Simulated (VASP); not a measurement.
Input of a VASP 6.6.1 run:

Contents of INCAR:

```
SYSTEM = SiPbI2
  PREC = Accurate
  ENCUT = 600
  EDIFF = 1E-6
  ISMEAR = 0
  SIGMA = 0.1
  LREAL = .False.
  LASPH = .True.
  NELM = 80
  ALGO = Normal
  ISIF = 3
  LWAVE = .False.
  LCHARG = .False.
  GGA = PE
  IBRION = 2
  NSW = 90
  EDIFFG = -0.04
```

Contents of KPOINTS:

```
regular mesh
0
Gamma
  6 6 6
  0 0 0
```

File POSCAR:

```
SiPbI2
1.0
    2.1417155800      1.2365200700      7.9268305900
   -2.1417155800      1.2365200700      7.9268305900
    0.0000000000     -2.4730401400      7.9268305900
Si Pb I
1 1 2
Direct
    0.0000000000      0.0000000000      0.0000000000
    0.5000000000      0.5000000000      0.5000000000
    0.7670399000      0.7670399000      0.7670399000
    0.2329601000      0.2329601000      0.2329601000
```

Potentials or basis: VASP PAW PBE potentials, release 64 (Si, Pb_d, I).

Run with:

```bash
$ cat potpaw_PBE.64/Si/POTCAR potpaw_PBE.64/Pb_d/POTCAR potpaw_PBE.64/I/POTCAR > POTCAR
$ mpirun -np 1 vasp_std > vasp.out
```

(1) Estimate the space group after relaxing (to 0.1 Å).

(2) Predict the relaxed cell.

## Answers

(1) R-3m (No. 166).

(2) a = 9.841 Å, b = 9.841 Å, c = 9.841 Å, α = 23.24°, β = 23.24°, γ = 23.24°.

Caveat: a cell axis changed by over 15 % at a fixed basis, so the end point is rough.
